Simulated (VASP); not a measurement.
# Hf: single point with PBEsol-based global hybrid

Hf:

```
Hf
1.0
     3.17862    0.00000    0.00000
    -1.58931    2.75276    0.00000
     0.00000    0.00000    5.01028
Hf
2
Direct
  0.66667 0.33333 0.75000
  0.33333 0.66667 0.25000
```

- Program: VASP 6.6.1
- Task: single point
- Functional: PBEsol-based global hybrid
- Potentials or basis: VASP PAW PBE potentials, release 64 (Hf_pv)
- Cutoff: 520 eV
- k mesh: 5 × 5 × 3
- Occupations: fermi-dirac, width 0.05 eV
- Spin: no spin polarisation
- Dipole correction: no
- Grid for exact exchange (PRECFOCK): Normal
- Share of exact exchange: 0.25
- Further INCAR settings: ALGO = Normal; EDIFF = 1e-07; NBANDS = 17

```json
{"Pressure": "-2.8 GPa", "Band gap on the k mesh": "zero (band 10 reaches 6.75 eV, above the bottom of band 11 at 4.91 eV)"}
```

Stress tensor (GPa, compression positive):
```
-0.84  0.00  0.00
 0.00 -0.84  0.00
 0.00  0.00 -6.71
```

Levels at points of the mesh, in eV from the Fermi level:
| k point | band 7 | band 8 | band 9 | band 10 | band 11 | band 12 | band 13 | band 14 |
| --- | --- | --- | --- | --- | --- | --- | --- | --- |
| (0.00, 0.00, 0.00) | -9.03 | -4.71 | 0.77 | 1.83 | 1.83 | 2.39 | 2.94 | 2.94 |

Run time: 13 min on 1 thread of AMD EPYC 7R13 Processor (Zen 3) (shared host), peak memory 0.15 GiB.

Caveat: the k points lie up to 0.46 Å⁻¹ apart; the PAW data sets were made with another functional, which shifts forces and pressure a little; spin-orbit coupling is left out, which moves the levels of the heavy elements.
